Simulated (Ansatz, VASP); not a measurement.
SrV in VASP and in Ansatz

```
Sr V
1.0
     3.99413    0.00000    0.00000
     0.00000    3.99413    0.00000
     0.00000    0.00000    3.99413
Sr V
1 1
Cartesian
  0.0000 0.0000 0.0000
  1.9971 1.9971 1.9971
```

Alike in both runs: functional PBE; k mesh 14 × 14 × 14; occupations gaussian, width 0.1 eV; collinear spin.

Ansatz relaxed the structure, and its values are those at the end. VASP's run is a single point on that final structure, the one shown.

|  | VASP | Ansatz |
| --- | --- | --- |
| version | VASP 6.6.1 | Ansatz 0.2.0 |
| potentials or method | VASP PAW PBE potentials, release 64 (Sr_sv, V_sv), cutoff 520 eV | scalar-relativistic, plane waves, PAW |
| valence electrons in the cell | 23 | 23 |

VASP gave:

| Quantity | Value |
| --- | --- |
| gap on the k mesh at the Fermi level (eV) | none |
| pressure (GPa) | 0.1 |
| net moment per atom (μB) | 2.33 |
| size of the moment on the site where the two differ most (μB) | 3.05 |

Task: Estimate Ansatz's values.

Result: gap on the k mesh at the Fermi level (eV): none; pressure (GPa): 0.0; net moment per atom (μB): 2.33; size of the moment on the site where the two differ most (μB): 3.49.

Site moments also hang on the region over which each program counts them. A gap of «none» marks a metal or a gap that the smearing closes. Ansatz's warnings: given moment on shells.
